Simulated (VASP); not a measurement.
# Ag (P6_3/mmc) in VASP: a series of runs, part 2 of 2

VASP 6.6.1. Earlier steps stand in the parts before.

### 5 Relaxation of shape and atoms at fixed volume, PBEsol (16.36 Å³/atom)

This run uses another cell than the first one, of 16.36 Å³/atom.

INCAR

```
ALGO = Fast
EDIFF = 1E-6
EDIFFG = -0.001
ENCUT = 600
GGA = PS
IBRION = 2
ISIF = 4
ISMEAR = -1
LASPH = T
LCHARG = F
LREAL = F
LWAVE = F
NELM = 60
NSW = 80
PREC = Accurate
SIGMA = 0.15
```

KPOINTS

```
k-points
0
Gamma
  18 18 10
```

POSCAR

```
Ag
1.0
    2.8449365043      0.0000000000      0.0000000000
   -1.4224682521      2.4637872848      0.0000000000
    0.0000000000      0.0000000000      4.6687268173
Ag
2
Direct
    0.3333333333      0.6666666667      0.2500000000
    0.6666666667      0.3333333333      0.7500000000
```

Potentials or basis: VASP PAW PBE potentials, release 64 (Ag).

The run is started by

```sh
> cat potpaw_PBE.64/Ag/POTCAR > POTCAR
> mpirun -np 1 vasp_std > vasp.out
```

OUTCAR:

```text
EDIFF = 1E-6
   EDIFFG = -0.001
   ENCUT = 600
   GGA = PS
   IBRION = 2
   ISIF = 4
   ISMEAR = -1
   LASPH = T
   LREAL = F
   NELM = 60
   NSW = 80
   PREC = Accurate

 ion  position               nearest neighbor table
   1  0.333  0.667  0.250-   2 2.85   2 2.85   2 2.85   2 2.85   2 2.85   2 2.85
   2  0.667  0.333  0.750-   1 2.85   1 2.85   1 2.85   1 2.85   1 2.85   1 2.85

  LATTYP: Found a hexagonal cell.
 ALAT       =     2.8449365043
 C/A-ratio  =     1.6410653841

  Lattice vectors:

 A1 = (   2.8449365043,   0.0000000000,   0.0000000000)
 A2 = (  -1.4224682521,   2.4637872848,   0.0000000000)
 A3 = (   0.0000000000,   0.0000000000,   4.6687268173)

Analysis of symmetry for initial positions (statically):
=====================================================================
 Subroutine PRICEL returns:
 Original cell was already a primitive cell.

 Routine SETGRP: Setting up the symmetry group for a
 hexagonal supercell.

 Subroutine GETGRP returns: Found 24 space group operations
 (whereof 12 operations were pure point group operations)
 out of a pool of 24 trial point group operations.

The static configuration has the point symmetry D_3d.
 The point group associated with its full space group is D_6h.

Analysis of symmetry for dynamics (positions and initial velocities):
=====================================================================
 Subroutine PRICEL returns:
 Original cell was already a primitive cell.

 Routine SETGRP: Setting up the symmetry group for a
 hexagonal supercell.

 Subroutine GETGRP returns: Found 24 space group operations
 (whereof 12 operations were pure point group operations)
 out of a pool of 24 trial point group operations.

The dynamic configuration has the point symmetry D_3d.
 The point group associated with its full space group is D_6h.

[... 176 lines left out ...]
  FREE ENERGIE OF THE ION-ELECTRON SYSTEM (eV)
  ---------------------------------------------------
  free  energy   TOTEN  =        -6.6229593514 eV

  energy  without entropy=       -6.5810166710  energy(sigma->0) =       -6.60198801

--------------------------------------- Ionic step        2  -------------------------------------------

 number of electron      22.0000003 magnetization

 Free energy of the ion-electron system (eV)
  ---------------------------------------------------
  ext. energy  EPLUGINS =         0.00000000
  ---------------------------------------------------
  free energy    TOTEN  =        -6.62295945 eV

  energy without entropy =       -6.58102819  energy(sigma->0) =       -6.60199382

 E-fermi :   8.8045     XC(G=0): -12.6590

 val. band max:        8.8040683989   @ k =   0.3333   0.0556   0.4000
 cond. band min:       8.8310894234   @ k =   0.4444   0.0556   0.3000
 fundamental gap:      0.0270210245
 Fermi energy:         8.8044726808

 k-point     1 :       0.0000    0.0000    0.0000
  band No.  band energies     occupation
      1       0.6761      2.00000
      2       2.1489      2.00000
      3       3.8625      2.00000
      4       3.9835      2.00000
      5       3.9835      2.00000
      6       4.2396      2.00000
      7       4.2396      2.00000
      8       4.6437      2.00000
      9       4.6437      2.00000
     10       5.7235      2.00000
     11       5.7235      2.00000
     12       8.2064      1.96358
     13      12.5587      0.00000
     14      24.5757      0.00000
[... 401 lines left out ...]
      2       2.6695      2.00000
      3       2.7665      2.00000
      4       3.8629      2.00000
      5       4.2143      2.00000
      6       4.4293      2.00000
      7       4.4996      2.00000
      8       5.7092      2.00000
      9       5.8515      2.00000
     10       5.8871      2.00000
     11       8.4685      1.80759
     12      11.7625      0.00000
     13      15.6409      0.00000
     14      15.9732      0.00000
     15      18.0636      0.00000

 [... further k-points ...]

------------------------ aborting loop because EDIFF is reached ----------------------------------------

  FORCE on cell =-STRESS in cart. coord.  units (eV):
  Direction    XX          YY          ZZ          XY          YZ          ZX
  --------------------------------------------------------------------------------------
  -------------------------------------------------------------------------------------
  Total        0.4589404      0.4589404      0.4561678      0.0000000     -0.0000000      0.0000000
  in kB       22.4694577     22.4694577     22.3337131      0.0000000     -0.0000000      0.0000000
  external PRESSURE =      22.4242095 kB  Pullay stress =       0.0000000 kB

 VOLUME and BASIS-vectors are now :
 -----------------------------------------------------------------------------
  energy-cutoff  :      600.00
  volume of cell :       32.72
      direct lattice vectors                 reciprocal lattice vectors
     2.845069747  0.000000000  0.000000000     0.351485232  0.202930093 -0.000000000
    -1.422534873  2.463902676  0.000000000    -0.000000000  0.405860187 -0.000000000
     0.000000000  0.000000000  4.668289528     0.000000000 -0.000000000  0.214211221

 POSITION                                       TOTAL-FORCE (eV/Angst)
 -----------------------------------------------------------------------------------
     -0.00000      1.64260      1.16707         0.000000     -0.000000      0.000000
      1.42253      0.82130      3.50122        -0.000000      0.000000      0.000000
 -----------------------------------------------------------------------------------
    total drift:                                0.000000     -0.000000      0.000000

  FREE ENERGIE OF THE ION-ELECTRON SYSTEM (eV)
  ---------------------------------------------------
  free  energy   TOTEN  =        -6.6229594486 eV

  energy  without entropy=       -6.5810281873  energy(sigma->0) =       -6.60199382

 reached required accuracy - stopping structural energy minimisation
```

Run time: 58 s. Hardware: 1 thread of Intel Xeon 6975P-C (Granite Rapids), shared host; peak memory 0.24 GiB.

Results:

```yaml
Free_energy: -6.6230 eV
Energy_gained_by_relaxing: 0.0 meV/atom
Ionic_steps: 2
Pressure_after_relaxing: 2.2 GPa
Band_gap_on_the_k_mesh: zero (bands 11 and 12 overlap by 7.62 eV)
```

Final structure:
```xyz
2
Lattice="2.8451 0.0000 0.0000 -1.4225 2.4639 0.0000 0.0000 0.0000 4.6683" Properties=species:S:1:pos:R:3 pbc="T T T"
Ag    0.0000    1.6426    1.1671
Ag    1.4225    0.8213    3.5012
```

Caveat: the PAW data sets were made with another functional, which shifts forces and pressure a little.

### 6 Relaxation of cell and atoms, PBEsol

This run uses another cell than the first one, of 16.70 Å³/atom.

INCAR

```
  PREC = Accurate
  ENCUT = 600
  EDIFF = 1E-6
  ISMEAR = -1
  SIGMA = 0.15
  LREAL = False
  LASPH = True
  NELM = 80
  ALGO = Fast
  ISIF = 3
  LWAVE = False
  LCHARG = False
  GGA = PS
  IBRION = 2
  NSW = 80
  EDIFFG = -0.001
```

KPOINTS

```
Automatic mesh
0
Gamma
  18 18 10
```

POSCAR

```
Ag
1.0
    2.8670626668      0.0000000000      0.0000000000
   -1.4335313334      2.4829491037      0.0000000000
    0.0000000000      0.0000000000      4.6907149256
Ag
2
Direct
    0.3333333333      0.6666666667      0.2500000000
    0.6666666667      0.3333333333      0.7500000000
```

Potentials or basis: VASP PAW PBE potentials, release 64 (Ag).

The run is started by

```sh
> cat potpaw_PBE.64/Ag/POTCAR > POTCAR
> mpirun -np 1 vasp_std > vasp.out
```

OUTCAR:

```text
PREC = Accurate
   ENCUT = 600
   EDIFF = 1E-6
   ISMEAR = -1
   LREAL = False
   LASPH = True
   NELM = 80
   ISIF = 3
   GGA = PS
   IBRION = 2
   NSW = 80
   EDIFFG = -0.001

 ion  position               nearest neighbor table
   1  0.333  0.667  0.250-   2 2.87   2 2.87   2 2.87   2 2.87   2 2.87   2 2.87
   2  0.667  0.333  0.750-   1 2.87   1 2.87   1 2.87   1 2.87   1 2.87   1 2.87

  LATTYP: Found a hexagonal cell.
 ALAT       =     2.8670626668
 C/A-ratio  =     1.6360698983

  Lattice vectors:

 A1 = (   2.8670626668,   0.0000000000,   0.0000000000)
 A2 = (  -1.4335313334,   2.4829491037,   0.0000000000)
 A3 = (   0.0000000000,   0.0000000000,   4.6907149256)

Analysis of symmetry for initial positions (statically):
=====================================================================
 Subroutine PRICEL returns:
 Original cell was already a primitive cell.

 Routine SETGRP: Setting up the symmetry group for a
 hexagonal supercell.

 Subroutine GETGRP returns: Found 24 space group operations
 (whereof 12 operations were pure point group operations)
 out of a pool of 24 trial point group operations.

The static configuration has the point symmetry D_3d.
 The point group associated with its full space group is D_6h.

Analysis of symmetry for dynamics (positions and initial velocities):
=====================================================================
 Subroutine PRICEL returns:
 Original cell was already a primitive cell.

 Routine SETGRP: Setting up the symmetry group for a
 hexagonal supercell.

 Subroutine GETGRP returns: Found 24 space group operations
 (whereof 12 operations were pure point group operations)
 out of a pool of 24 trial point group operations.

The dynamic configuration has the point symmetry D_3d.
 The point group associated with its full space group is D_6h.

 Subroutine INISYM returns: Found 24 space group operations
 (whereof 12 operations are pure point group operations),
 and found     1 'primitive' translations

----------------------------------------------------------------------------------------

                                     Primitive cell

  volume of cell :      33.3921

  direct lattice vectors                    reciprocal lattice vectors
     2.867062667  0.000000000  0.000000000     0.348789028  0.201373439  0.000000000
    -1.433531333  2.482949104  0.000000000     0.000000000  0.402746878  0.000000000
     0.000000000  0.000000000  4.690714926     0.000000000  0.000000000  0.213187119

  length of vectors
     2.867062667  2.867062667  4.690714926     0.402746878  0.402746878  0.213187119

  position of ions in fractional coordinates (direct lattice)
     0.333333333  0.666666667  0.250000000
     0.666666667  0.333333333  0.750000000

  ion indices of the primitive-cell ions
   primitive index   ion index
                 1           1
                 2           2

----------------------------------------------------------------------------------------

 KPOINTS: Automatic mesh

Automatic generation of k-mesh.
 Grid dimensions read from file:
 generate k-points for:   18   18   10

 Generating k-lattice:
[... 68 lines left out ...]
   ISIF   =      3    stress and relaxation
   ISYM   =      2    0-nonsym 1-usesym 2-fastsym
   POTIM  = 0.5000    time-step for ionic-motion
   TEBEG  =    0.0;   TEEND  =   0.0 temperature during run
   PSTRESS=    0.0 pullay stress
   NELECT =      22.0000    total number of electrons
   NUPDOWN=      -1.0000    fix difference up-down
   EMIN   =  10.00;   EMAX   =-10.00  energy-range for DOS
   EFERMI =   0.00;   METHOD = LEGACY
   ISMEAR =    -1;   SIGMA  =   0.15  broadening in eV -4-tet -1-fermi 0-gaus
   EFERMI_NEDOS =   21; number of points for ismear=-14 and -15
   IALGO  =     68    algorithm
   IMIX   =      4    mixing-type and parameters
     AMIX     =   0.40;   BMIX     =  1.00
     AMIX_MAG =   1.60;   BMIX_MAG =  1.00
  volume/ion in A,a.u.               =      16.70       112.67
  Fermi-wavevector in a.u.,A,eV,Ry     =   1.424517  2.691947 27.609614  2.029249
  Thomas-Fermi vector in A             =   2.545000
   LORBIT       =      0    0 simple, 1 ext, 2 COOP (PROOUT), +10 PAW based schemes
   GGA     = PS    functional components
   LHFCALC =     F    Hartree Fock is set to
   AEXX    =    0.0000 exact exchange contribution
   IVDW    =     0    specifies the selected vdW correction
   LEPSILON=     F    determine dielectric tensor
   LRPA    =     F    only Hartree local field effects (RPA)
 conjugate gradient relaxation of ions
 non-spin polarized calculation
 RMM-DIIS sequential band-by-band and
  energy-cutoff  :      600.00
  volume of cell :       33.39
 maximum number of plane-waves:      1132
 NGX is ok and might be reduce to    24
   NGX = 11   NGY = 11   NGZ = 19

--------------------------------------- Ionic step        1  -------------------------------------------

 number of electron      21.9999998 magnetization

 Free energy of the ion-electron system (eV)
  ---------------------------------------------------
  ext. energy  EPLUGINS =         0.00000000
  ---------------------------------------------------
  free energy    TOTEN  =        -6.62736602 eV

  energy without entropy =       -6.58553442  energy(sigma->0) =       -6.60645022

------------------------ aborting loop because EDIFF is reached ----------------------------------------

  FORCE on cell =-STRESS in cart. coord.  units (eV):
  Direction    XX          YY          ZZ          XY          YZ          ZX
  --------------------------------------------------------------------------------------
  -------------------------------------------------------------------------------------
  Total       -0.0964858     -0.0964858     -0.0265161      0.0000000     -0.0000000      0.0000000
  in kB       -4.6294570     -4.6294570     -1.2722632      0.0000000     -0.0000000      0.0000000
  external PRESSURE =      -3.5103924 kB  Pullay stress =       0.0000000 kB
[... 89 lines left out ...]
  FREE ENERGIE OF THE ION-ELECTRON SYSTEM (eV)
  ---------------------------------------------------
  free  energy   TOTEN  =        -6.6274498230 eV

  energy  without entropy=       -6.5855895808  energy(sigma->0) =       -6.60651970

[... ionic steps 4 to 9 ...]

--------------------------------------- Ionic step       10  -------------------------------------------

 number of electron      21.9999998 magnetization

------------------------ aborting loop because EDIFF is reached ----------------------------------------
[... 67 lines left out ...]
--------------------------------------- Ionic step       12  -------------------------------------------

 number of electron      21.9999998 magnetization

 Free energy of the ion-electron system (eV)
  ---------------------------------------------------
  ext. energy  EPLUGINS =         0.00000000
  ---------------------------------------------------
  free energy    TOTEN  =        -6.62748890 eV

  energy without entropy =       -6.58550166  energy(sigma->0) =       -6.60649528

 E-fermi :   8.5432     XC(G=0): -12.5500

 val. band max:        8.5423392624   @ k =   0.3333   0.0556   0.4000
 cond. band min:       8.5817718560   @ k =   0.1667   0.0556   0.2000
 fundamental gap:      0.0394325936
 Fermi energy:         8.5432155912

 k-point     1 :       0.0000    0.0000    0.0000
  band No.  band energies     occupation
      1       0.5533      2.00000
      2       2.0086      2.00000
      3       3.6720      2.00000
      4       3.7907      2.00000
      5       3.7907      2.00000
      6       4.0381      2.00000
      7       4.0381      2.00000
      8       4.4309      2.00000
      9       4.4309      2.00000
     10       5.4767      2.00000
     11       5.4767      2.00000
     12       7.9966      1.94904
     13      12.1921      0.00000
     14      24.2715      0.00000
[... 401 lines left out ...]
      2       2.5199      2.00000
      3       2.6109      2.00000
      4       3.6754      2.00000
      5       4.0173      2.00000
      6       4.2242      2.00000
      7       4.3027      2.00000
      8       5.4630      2.00000
      9       5.5995      2.00000
     10       5.6351      2.00000
     11       8.2027      1.81274
     12      11.4512      0.00000
     13      15.2824      0.00000
     14      15.6266      0.00000
     15      17.7078      0.00000

 [... further k-points ...]

------------------------ aborting loop because EDIFF is reached ----------------------------------------

  FORCE on cell =-STRESS in cart. coord.  units (eV):
  Direction    XX          YY          ZZ          XY          YZ          ZX
  --------------------------------------------------------------------------------------
  -------------------------------------------------------------------------------------
  Total        0.0003943      0.0003943      0.0018720      0.0000000      0.0000000     -0.0000000
  in kB        0.0189592      0.0189592      0.0900099      0.0000000      0.0000000     -0.0000000
  external PRESSURE =       0.0426428 kB  Pullay stress =       0.0000000 kB
[... 17 lines left out ...]
  FREE ENERGIE OF THE ION-ELECTRON SYSTEM (eV)
  ---------------------------------------------------
  free  energy   TOTEN  =        -6.6274888987 eV

  energy  without entropy=       -6.5855016622  energy(sigma->0) =       -6.60649528

 reached required accuracy - stopping structural energy minimisation
```

It took 3.4 min on 1 thread of Intel Xeon 6975P-C (Granite Rapids), shared host; peak memory 0.25 GiB.

What came out:

| Property | Result |
| --- | --- |
| Free energy | -6.6275 eV |
| Relaxed volume | 16.66 Å³/atom |
| Relaxed cell | a = 2.862 Å, b = 2.862 Å, c = 4.697 Å, α = 90.00°, β = 90.00°, γ = 120.00° |
| Space group after relaxing (to 0.1 Å) | P6_3/mmc (No. 194) |
| Energy gained by relaxing | 0.1 meV/atom |
| Ionic steps | 12 |
| Pressure after relaxing | 0.0 GPa |
| Band gap on the k mesh | zero (bands 11 and 12 overlap by 7.55 eV) |

Step by step:
```csv
step,energy change (eV),largest force (eV/Å),pressure (GPa),volume (Å³)
1,0.0000,0.0000,-0.35,33.39
2,0.0000,0.0000,0.36,33.22
3,-0.0001,0.0000,0.01,33.31
4,-0.0001,0.0000,0.09,33.30
5,-0.0001,0.0000,0.05,33.31
6,-0.0001,0.0000,0.04,33.31
7,-0.0001,0.0000,0.00,33.33
8,-0.0001,0.0000,0.00,33.32
9,-0.0001,0.0000,0.02,33.32
10,-0.0001,0.0000,0.01,33.32
11,-0.0001,0.0000,0.01,33.32
12,-0.0001,0.0000,0.00,33.32
```

Final structure:
```
Ag
1.0
     2.86204    0.00000    0.00000
    -1.43102    2.47860    0.00000
     0.00000    0.00000    4.69719
Ag
2
Direct
  0.33333 0.66667 0.25000
  0.66667 0.33333 0.75000
```

Levels at points of the mesh, in eV from the Fermi level:
| k point | band 8 | band 9 | band 10 | band 11 | band 12 | band 13 | band 14 | band 15 |
| --- | --- | --- | --- | --- | --- | --- | --- | --- |
| (0.00, 0.00, 0.00) | -4.11 | -4.11 | -3.07 | -3.07 | -0.55 | 3.65 | 15.73 | 17.56 |
| (0.50, 0.00, 0.00) | -2.91 | -2.87 | -2.77 | 0.10 | 1.62 | 6.94 | 7.20 | 9.55 |
| (0.00, 0.00, 0.50) | -4.64 | -3.39 | -3.39 | -3.39 | -3.39 | 11.20 | 11.20 | 16.10 |
| (0.50, 0.00, 0.50) | -3.13 | -2.83 | -2.83 | 0.70 | 0.70 | 4.73 | 4.73 | 13.81 |

Caveat: the PAW data sets were made with another functional, which shifts forces and pressure a little.

### 7 Summary

| task | level | cell | cutoff (eV) | smearing | gap on the mesh (eV) | pressure (GPa) | relaxed volume (Å³/atom) |
| --- | --- | --- | --- | --- | --- | --- | --- |
| single point | PBEsol | a = 3.043, b = 3.043, c = 4.687 Å, angles 90.0, 90.0, 120.0°, 2 atoms | 520 | gaussian 0.1 eV | none | -9.6 | - |
| single point | r2SCAN | a = 3.031, b = 3.031, c = 4.811 Å, angles 90.0, 90.0, 120.0°, 2 atoms | 520 | gaussian 0.1 eV | none | -7.6 | - |
| relaxation of cell and atoms | PBEsol | relaxed from a = 2.930, b = 2.930, c = 4.790 Å, angles 90.0, 90.0, 120.0°, 2 atoms | 600 | gaussian 0.1 eV | none | 0.0 | 16.67 |
| relaxation of shape and atoms at fixed volume | PBEsol | relaxed from a = 2.845, b = 2.845, c = 4.669 Å, angles 90.0, 90.0, 120.0°, 2 atoms | 600 | fermi-dirac 0.15 eV | none | 2.2 | - |
| relaxation of cell and atoms | PBEsol | relaxed from a = 2.867, b = 2.867, c = 4.691 Å, angles 90.0, 90.0, 120.0°, 2 atoms | 600 | fermi-dirac 0.15 eV | none | 0.0 | 16.66 |

Alike in all rows: potentials or basis VASP PAW PBE potentials, release 64 (Ag); no spin polarisation; k mesh 18 × 18 × 10.

Caveats: the PAW data sets were made with another functional, which shifts forces and pressure a little; the cell stands under tension (at least some runs).

Total energies depend on the potentials used, so only differences within one code and one set of settings carry meaning.
